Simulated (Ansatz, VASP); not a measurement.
# Two plane-wave programs on Ti3H2

```
CELL_PARAMETERS angstrom
-1.48500 1.48500 6.30000
1.48500 -1.48500 6.30000
1.48500 1.48500 -6.30000
ATOMIC_POSITIONS crystal
Ti 0.66670 0.66670 0.00000
Ti 0.33330 0.33330 0.00000
Ti 0.00000 0.00000 0.00000
H 0.75000 0.25000 0.50000
H 0.25000 0.75000 0.50000
```

Alike in both runs: task relaxation of cell and atoms; functional PBE; k mesh 7 × 7 × 7; occupations gaussian, width 0.2 eV; no spin polarisation.

|  | VASP | Ansatz |
| --- | --- | --- |
| version | VASP 6.6.1 | Ansatz 0.2.0 |
| potentials or method | VASP PAW PBE potentials, release 64 (Ti_sv, H), cutoff 600 eV | scalar-relativistic, plane waves, PAW |
| valence electrons in the cell | 38 | 38 |

```csv
,VASP,Ansatz,Ansatz less VASP
"gap on the k mesh at the Fermi level, each at its own relaxed structure (eV)",none,none,-
relaxed volume (Å³/atom),11.46,11.50,+0.045
relaxed cell length with the largest relative difference (Å),6.860,6.921,+0.0615
```

A gap of «none» marks a metal or a gap that the smearing closes.

The k mesh is coarse, so the values compare programs but aren't converged.
